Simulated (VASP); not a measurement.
# WS2 (P6_3/mmc) in VASP: further runs

Runs on WS2. Level: LDA. Tasks: single point.

Everything below comes from runs of VASP 6.6.1. Logs are shortened: lines on timing, memory, paths and dates and some standing lists are left out, and cuts for length are marked.

### Step 1. The cell of the first run

It takes space group P6_3/mmc (No. 194, hexagonal). The conventional cell has a = 3.099 Å, b = 3.099 Å, c = 12.043 Å, α = 90.00°, β = 90.00°, γ = 120.00°. Within 3.0 Å of W (site symmetry -6m2) lie 6 S at 2.26 Å. Within 3.0 Å of S (site symmetry 3m) lie 3 W at 2.26 Å and 1 S at 2.77 Å.

### Step 2. Single point, LDA

File INCAR:

```
SYSTEM = WS2
PREC = Accurate
ENCUT = 520
EDIFF = 1E-6
ISMEAR = 0
SIGMA = 0.05
LREAL = .False.
LASPH = .True.
NELM = 60
ALGO = Normal
ISIF = 2
LWAVE = .False.
LCHARG = .False.
NBANDS = 35
```

File KPOINTS:

```
regular mesh
0
Gamma
  12 12 4
  0 0 0
```

File POSCAR:

```
WS2
1.0
    3.0985446697      0.0000000000      0.0000000000
   -1.5492723349      2.6834183987      0.0000000000
    0.0000000000      0.0000000000     12.0430200778
W S
2 4
Direct
    0.3333333333      0.6666666667      0.2500000000
    0.6666666667      0.3333333333      0.7500000000
    0.3333333333      0.6666666667      0.6351502730
    0.6666666667      0.3333333333      0.1351502730
    0.3333333333      0.6666666667      0.8648497270
    0.6666666667      0.3333333333      0.3648497270
```

Potentials or basis: VASP PAW LDA potentials, release 64 (W_sv, S).

Launch:

```console
$ cat potpaw_LDA.64/W_sv/POTCAR potpaw_LDA.64/S/POTCAR > POTCAR
$ mpirun -np 1 vasp_std > vasp.out
```

OUTCAR:

```text
SYSTEM = WS2
   PREC = Accurate
   ENCUT = 520
   EDIFF = 1E-6
   ISMEAR = 0
   LREAL = .False.
   LASPH = .True.
   NELM = 60
   ISIF = 2

 ion  position               nearest neighbor table
   1  0.333  0.667  0.250-   4 2.26   6 2.26   4 2.26   6 2.26   4 2.26   6 2.26
   2  0.667  0.333  0.750-   3 2.26   5 2.26   3 2.26   5 2.26   3 2.26   5 2.26
   3  0.333  0.667  0.635-   2 2.26   2 2.26   2 2.26   5 2.77
   4  0.667  0.333  0.135-   1 2.26   1 2.26   1 2.26   6 2.77
   5  0.333  0.667  0.865-   2 2.26   2 2.26   2 2.26   3 2.77
   6  0.667  0.333  0.365-   1 2.26   1 2.26   1 2.26   4 2.77

  LATTYP: Found a hexagonal cell.
 ALAT       =     3.0985446697
 C/A-ratio  =     3.8866698278

  Lattice vectors:

 A1 = (   3.0985446697,   0.0000000000,   0.0000000000)
 A2 = (  -1.5492723349,   2.6834183987,   0.0000000000)
 A3 = (   0.0000000000,   0.0000000000,  12.0430200778)

Analysis of symmetry for initial positions (statically):
=====================================================================
 Subroutine PRICEL returns:
 Original cell was already a primitive cell.

 Routine SETGRP: Setting up the symmetry group for a
 hexagonal supercell.

 Subroutine GETGRP returns: Found 24 space group operations
 (whereof 12 operations were pure point group operations)
 out of a pool of 24 trial point group operations.

The static configuration has the point symmetry D_3d.
 The point group associated with its full space group is D_6h.

Analysis of symmetry for dynamics (positions and initial velocities):
=====================================================================
 Subroutine PRICEL returns:
 Original cell was already a primitive cell.

 Routine SETGRP: Setting up the symmetry group for a
 hexagonal supercell.

 Subroutine GETGRP returns: Found 24 space group operations
 (whereof 12 operations were pure point group operations)
 out of a pool of 24 trial point group operations.

The dynamic configuration has the point symmetry D_3d.
 The point group associated with its full space group is D_6h.

 Subroutine INISYM returns: Found 24 space group operations
 (whereof 12 operations are pure point group operations),
 and found     1 'primitive' translations

----------------------------------------------------------------------------------------

                                     Primitive cell

  volume of cell :     100.1340

  direct lattice vectors                    reciprocal lattice vectors
     3.098544670  0.000000000  0.000000000     0.322732155  0.186329497  0.000000000
    -1.549272335  2.683418399  0.000000000     0.000000000  0.372658994  0.000000000
     0.000000000  0.000000000 12.043020078     0.000000000  0.000000000  0.083035650

  length of vectors
     3.098544670  3.098544670 12.043020078     0.372658994  0.372658994  0.083035650

  position of ions in fractional coordinates (direct lattice)
     0.333333333  0.666666667  0.250000000
     0.666666667  0.333333333  0.750000000
     0.333333333  0.666666667  0.635150273
     0.666666667  0.333333333  0.135150273
     0.333333333  0.666666667  0.864849727
     0.666666667  0.333333333  0.364849727

  ion indices of the primitive-cell ions
   primitive index   ion index
                 1           1
                 2           2
                 3           3
                 4           4
                 5           5
                 6           6

----------------------------------------------------------------------------------------

 KPOINTS: regular mesh

Automatic generation of k-mesh.
 Grid dimensions read from file:
 generate k-points for:   12   12    4

 Generating k-lattice:

  Cartesian coordinates                     Fractional coordinates (reciprocal lattice)
     0.026894346  0.015527458  0.000000000     0.083333333  0.000000000  0.000000000
     0.000000000  0.031054916  0.000000000     0.000000000  0.083333333  0.000000000
     0.000000000  0.000000000  0.020758912     0.000000000  0.000000000  0.250000000

  Length of vectors
     0.031054916  0.031054916  0.020758912

  Shift w.r.t. Gamma in fractional coordinates (k-lattice)
     0.000000000  0.000000000  0.000000000

 Subroutine IBZKPT returns following result:
 ===========================================

 Found     57 irreducible k-points:

 Following reciprocal coordinates:
            Coordinates               Weight
  0.000000  0.000000  0.000000      1.000000
  0.083333 -0.000000  0.000000      6.000000
  0.166667 -0.000000  0.000000      6.000000
  0.250000 -0.000000  0.000000      6.000000
  0.333333 -0.000000  0.000000      6.000000
  0.416667  0.000000  0.000000      6.000000
[... 16 lines left out ...]
  0.250000 -0.000000  0.250000     12.000000
  0.333333 -0.000000  0.250000     12.000000
 [... further k-points ...]
   k-points           NKPTS =     57   k-points in BZ     NKDIM =     57   number of bands    NBANDS=     35
   number of dos      NEDOS =    301   number of ions     NIONS =      6
   total plane-waves  NPLWV =  51840
   dimension x,y,z NGX =    24 NGY =   24 NGZ =   90
   dimension x,y,z NGXF=    48 NGYF=   48 NGZF=  180
   ions per type =               2   4
   NGX,Y,Z   is equivalent  to a cutoff of  12.88, 12.88, 12.42 a.u.
   NGXF,Y,Z  is equivalent  to a cutoff of  25.75, 25.75, 24.85 a.u.
 SYSTEM =  WS2
   PREC   = accura    normal or accurate (medium, high low for compatibility)
   ISTART =      0    job   : 0-new  1-cont  2-samecut
   ICHARG =      2    charge: 1-file 2-atom 10-const
   ISPIN  =      1    spin polarized calculation?
   LNONCOLLINEAR =      F non collinear calculations
   LSORBIT =      F    spin-orbit coupling
   LASPH  =      T    aspherical Exc in radial PAW
   ENCUT  =  520.0 eV  38.22 Ry    6.18 a.u.   5.76  5.76 22.39*2*pi/ulx,y,z
   NELM   =     60;   NELMIN=  2; NELMDL= -5     # of ELM steps
   EDIFF  = 0.1E-05   stopping-criterion for ELM
   LREAL  =      F    real-space projection
   EDIFFG = 0.1E-04   stopping-criterion for IOM
   NSW    =      0    number of steps for IOM
   IBRION =     -1    ionic relax: 0-MD 1-quasi-New 2-CG
   NFREE  =      0    steps in history (QN), initial steepest desc. (CG)
   ISIF   =      2    stress and relaxation
   ISYM   =      2    0-nonsym 1-usesym 2-fastsym
   POTIM  = 0.5000    time-step for ionic-motion
   TEBEG  =    0.0;   TEEND  =   0.0 temperature during run
   PSTRESS=    0.0 pullay stress
   NELECT =      52.0000    total number of electrons
   NUPDOWN=      -1.0000    fix difference up-down
   EMIN   =  10.00;   EMAX   =-10.00  energy-range for DOS
   EFERMI =   0.00;   METHOD = LEGACY
   ISMEAR =     0;   SIGMA  =   0.05  broadening in eV -4-tet -1-fermi 0-gaus
   EFERMI_NEDOS =   21; number of points for ismear=-14 and -15
   IALGO  =     38    algorithm
   IMIX   =      4    mixing-type and parameters
     AMIX     =   0.40;   BMIX     =  1.00
     AMIX_MAG =   1.60;   BMIX_MAG =  1.00
  volume/ion in A,a.u.               =      16.69       112.62
  Fermi-wavevector in a.u.,A,eV,Ry     =   1.315877  2.486648 23.558941  1.731533
  Thomas-Fermi vector in A             =   2.446029
   LORBIT       =      0    0 simple, 1 ext, 2 COOP (PROOUT), +10 PAW based schemes
   GGA     = CA    functional components
   LHFCALC =     F    Hartree Fock is set to
   AEXX    =    0.0000 exact exchange contribution
   IVDW    =     0    specifies the selected vdW correction
   LEPSILON=     F    determine dielectric tensor
   LRPA    =     F    only Hartree local field effects (RPA)
 non-spin polarized calculation
 Gauss-broadening in eV      SIGMA  =   0.05
  energy-cutoff  :      520.00
  volume of cell :      100.13
 maximum number of plane-waves:      2736
 NGX is ok and might be reduce to    24
   NGX = 11   NGY = 11   NGZ = 45

 number of electron      51.9999994 magnetization

 Free energy of the ion-electron system (eV)
  ---------------------------------------------------
  ext. energy  EPLUGINS =         0.00000000
  ---------------------------------------------------
  free energy    TOTEN  =       -50.68729118 eV

  energy without entropy =      -50.68675133  energy(sigma->0) =      -50.68702126

 E-fermi :   8.5299     XC(G=0): -11.3474

 val. band max:        8.3756365747   @ k =   0.0833  -0.0000   0.0000
 cond. band min:       8.5601456726   @ k =   0.3333   0.3333   0.0000
 fundamental gap:      0.1845090978
 Fermi energy:         8.5298537453

 k-point     1 :       0.0000    0.0000    0.0000
  band No.  band energies     occupation
      1     -65.9212      2.00000
      2     -65.9211      2.00000
      3     -30.6207      2.00000
      4     -30.6207      2.00000
      5     -30.4297      2.00000
      6     -30.4297      2.00000
[... 27 lines left out ...]
     34      11.3715      0.00000
     35      12.6430      0.00000

 k-point     2 :       0.0833   -0.0000    0.0000
  band No.  band energies     occupation
      1     -65.9193      2.00000
      2     -65.9193      2.00000
      3     -30.6139      2.00000
      4     -30.6138      2.00000
      5     -30.4661      2.00000
      6     -30.4661      2.00000
[... 27 lines left out ...]
     34      11.2162      0.00000
     35      13.2263      0.00000

 k-point     3 :       0.1667   -0.0000    0.0000
  band No.  band energies     occupation
      1     -65.9141      2.00000
      2     -65.9141      2.00000
      3     -30.5951      2.00000
      4     -30.5950      2.00000
      5     -30.5643      2.00000
      6     -30.5643      2.00000
[... 27 lines left out ...]
     34      11.4838      0.00000
     35      14.6473      0.00000

 k-point     4 :       0.2500   -0.0000    0.0000
  band No.  band energies     occupation
      1     -65.9070      2.00000
      2     -65.9070      2.00000
      3     -30.6958      2.00000
      4     -30.6958      2.00000
      5     -30.5693      2.00000
      6     -30.5692      2.00000
[... 27 lines left out ...]
     34      12.3167      0.00000
     35      15.2649      0.00000

 k-point     5 :       0.3333   -0.0000    0.0000
  band No.  band energies     occupation
      1     -65.8999      2.00000
      2     -65.8999      2.00000
      3     -30.8244      2.00000
      4     -30.8244      2.00000
      5     -30.5433      2.00000
      6     -30.5433      2.00000
[... 638 lines left out ...]
 k-point    22 :       0.1667   -0.0000    0.2500
  band No.  band energies     occupation
      1     -65.9141      2.00000
      2     -65.9141      2.00000
      3     -30.5951      2.00000
      4     -30.5950      2.00000
      5     -30.5643      2.00000
      6     -30.5643      2.00000
[... 27 lines left out ...]
     34      11.4755      0.00000
     35      14.6566      0.00000

 k-point    23 :       0.2500   -0.0000    0.2500
  band No.  band energies     occupation
      1     -65.9070      2.00000
      2     -65.9070      2.00000
      3     -30.6958      2.00000
      4     -30.6958      2.00000
      5     -30.5693      2.00000
      6     -30.5692      2.00000
[... 27 lines left out ...]
     34      12.2945      0.00000
     35      15.2329      0.00000

 k-point    24 :       0.3333   -0.0000    0.2500
  band No.  band energies     occupation
      1     -65.8999      2.00000
      2     -65.8999      2.00000
      3     -30.8244      2.00000
      4     -30.8244      2.00000
      5     -30.5433      2.00000
      6     -30.5433      2.00000
[... 27 lines left out ...]
     34      12.9544      0.00000
     35      14.2387      0.00000

 [... further k-points ...]
[... 5 lines left out ...]
  --------------------------------------------------------------------------------------
  -------------------------------------------------------------------------------------
  Total       14.8130556     14.8130556     27.6332169     -0.0000000      0.0000000      0.0000000
  in kB      237.0138207    237.0138207    442.1406690     -0.0000000      0.0000000      0.0000000
  external PRESSURE =     305.3894368 kB  Pullay stress =       0.0000000 kB

 VOLUME and BASIS-vectors are now :
 -----------------------------------------------------------------------------
  energy-cutoff  :      520.00
  volume of cell :      100.13
      direct lattice vectors                 reciprocal lattice vectors
     3.098544670  0.000000000  0.000000000     0.322732155  0.186329497  0.000000000
    -1.549272335  2.683418399  0.000000000     0.000000000  0.372658994  0.000000000
     0.000000000  0.000000000 12.043020078     0.000000000  0.000000000  0.083035650

 POSITION                                       TOTAL-FORCE (eV/Angst)
 -----------------------------------------------------------------------------------
     -0.00000      1.78895      3.01076         0.000000     -0.000000      0.000000
      1.54927      0.89447      9.03227         0.000000      0.000000      0.000000
     -0.00000      1.78895      7.64913        -0.000000     -0.000000     -5.118887
      1.54927      0.89447      1.62762        -0.000000      0.000000     -5.118887
     -0.00000      1.78895     10.41540        -0.000000     -0.000000      5.118887
      1.54927      0.89447      4.39389        -0.000000      0.000000      5.118887
 -----------------------------------------------------------------------------------
    total drift:                               -0.000000      0.000000     -0.000000

  FREE ENERGIE OF THE ION-ELECTRON SYSTEM (eV)
  ---------------------------------------------------
  free  energy   TOTEN  =       -50.6872911806 eV

  energy  without entropy=      -50.6867513332  energy(sigma->0) =      -50.68702126
```

Run time: 2 min. Hardware: 1 thread of Intel Xeon Platinum 8488C (Sapphire Rapids), shared host; peak memory 0.28 GiB.

Results:

- Free energy: -50.6873 eV
- Pressure: 30.5 GPa
- Largest force: 5.119 eV/Å
- Band gap on the k mesh: zero (band 26 reaches 8.69 eV, above the bottom of band 27 at 8.56 eV)

Forces in eV/Å, atoms in the order of the input:
```
W    0.000  0.000  0.000
W    0.000  0.000  0.000
S    0.000  0.000 -5.119
S    0.000  0.000 -5.119
S    0.000  0.000  5.119
S    0.000  0.000  5.119
```

Stress tensor (GPa, compression positive):
```
23.70  0.00  0.00
 0.00 23.70  0.00
 0.00  0.00 44.21
```

Caveat: spin-orbit coupling is left out, which moves the levels of the heavy elements; forces of over 1 eV/Å act on the atoms, so gaps and moduli don't describe the material at rest.

(Part 1 of 2 ends here.)
